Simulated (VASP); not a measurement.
A run of VASP 6.6.1 is set up as follows.

File INCAR:

```
SYSTEM = Si2Ni
  PREC = Accurate
  ENCUT = 520
  EDIFF = 1E-7
  ISMEAR = 0
  SIGMA = 0.15
  LREAL = .FALSE.
  LASPH = .TRUE.
  NELM = 80
  ALGO = Normal
  ISIF = 2
  LWAVE = .FALSE.
  LCHARG = .TRUE.
  LELF = .TRUE.
  LVHAR = .TRUE.
  NBANDS = 16
```

KPOINTS

```
regular mesh
0
G
  14 14 14
  0 0 0
```

Contents of POSCAR:

```
Si2Ni
1.0
    0.0000000000      2.6208869829      2.6208869829
    2.6208869829      0.0000000000      2.6208869829
    2.6208869829      2.6208869829      0.0000000000
Si Ni
2 1
Direct
    0.2500000000      0.2500000000      0.2500000000
    0.7500000000      0.7500000000      0.7500000000
    0.0000000000      0.0000000000      0.0000000000
```

Potentials or basis: VASP PAW LDA potentials, release 64 (Si, Ni).

Launch:

```bash
$ cat potpaw_LDA.64/Si/POTCAR potpaw_LDA.64/Ni/POTCAR > POTCAR
$ mpirun -np 1 vasp_std > vasp.out
```

Task: Estimate the pressure.

Result: 12.0 GPa.

Task: What does it give for the band gap on the k mesh?

Result: Zero (band 9 reaches 13.63 eV, above the bottom of band 10 at 11.47 eV).

Spin polarisation is off, so any magnetic state and its effect on volume and gap are missing.
